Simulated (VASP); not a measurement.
Set up this calculation in VASP 6.6.1, as the native input.

```yaml
Task: single point
Functional: PBEsol
Dispersion: D3(BJ)
Potentials_or_basis: VASP PAW PBE potentials, release 64 (In_d, Se)
Cutoff: 520 eV
k_mesh: 10 × 10 × 4
Occupations: gaussian, width 0.1 eV
Spin: no spin polarisation
Dipole_correction: no
k_mesh_for_the_DOS: 15 × 15 × 6
Occupations_for_the_DOS: tetrahedron
Further_INCAR_settings: ALGO = Normal; EDIFF = 1e-06; NBANDS = 30
```

Crystal: In2Se3.

```xyz
5
Lattice="3.9078 0.0009 -0.0033 1.9531 3.3847 -0.0066 0.0079 0.0136 9.0382" Properties=species:S:1:pos:R:3 pbc="T T T"
In    1.9600    1.1395    7.2160
In    3.9088    2.2598    1.8122
Se    0.0000    0.0000    0.0000
Se    1.9563    1.1332    3.1657
Se    3.9125    2.2660    5.8625
```

One way to write it, as run:

POSCAR

```
In2Se3
1.0
    3.9078048513      0.0008979034     -0.0033157700
    1.9531019702      3.3847194013     -0.0066273690
    0.0079462596      0.0136133660      9.0381551153
In Se
2 3
Direct
    0.3333355822      0.3333527570      0.7987566490
    0.6666644178      0.6666472430      0.2012433510
    0.0000000000      0.0000000000      0.0000000000
    0.3333262007      0.3332981987      0.3506228413
    0.6666737993      0.6667018013      0.6493771587
```

INCAR.step1

```
SYSTEM = In2Se3
PREC = Accurate ; ENCUT = 520
EDIFF = 1E-6 ; ISMEAR = 0
SIGMA = 0.1 ; LREAL = .FALSE.
LASPH = .TRUE. ; NELM = 60
ALGO = Normal ; ISIF = 2
LWAVE = .FALSE. ; LCHARG = .TRUE.
GGA = PS ; IVDW = 12
NBANDS = 30 ; LUSENCCL = .FALSE.
```

KPOINTS.step1

```
Automatic mesh
0
G
  10 10 4
  0 0 0
```

INCAR.step2

```
SYSTEM = In2Se3
PREC = Accurate ; ENCUT = 520
EDIFF = 1E-6 ; ISMEAR = -5
SIGMA = 0.1 ; LREAL = .FALSE.
LASPH = .TRUE. ; NELM = 60
ALGO = Normal ; ISIF = 2
LWAVE = .FALSE. ; LCHARG = .FALSE.
GGA = PS ; IVDW = 12
LORBIT = 10 ; NBANDS = 30
NEDOS = 2001 ; ICHARG = 11
LUSENCCL = .FALSE.
```

KPOINTS.step2

```
Automatic mesh
0
G
  15 15 6
  0 0 0
```

Potentials or basis: VASP PAW PBE potentials, release 64 (In_d, Se).

Command:

```sh
$ cat potpaw_PBE.64/In_d/POTCAR potpaw_PBE.64/Se/POTCAR > POTCAR
$ cp INCAR.step1 INCAR
$ cp KPOINTS.step1 KPOINTS
$ mpirun -np 1 vasp_std > vasp.out
$ cp INCAR.step2 INCAR
$ cp KPOINTS.step2 KPOINTS
$ mpirun -np 1 vasp_std > vasp.out
```

It gave:

| Quantity | Value |
| --- | --- |
| Valence electrons inside the program's atomic spheres | In 11.36; Se 3.83, 3.84 (each value once) |
| Dispersion energy per atom | -0.347 eV |

It took 27 min on 1 × NVIDIA H100 80GB with 1 thread of AMD EPYC 7R13 Processor (Zen 3), with other jobs on the host, peak memory 2.8 GiB.
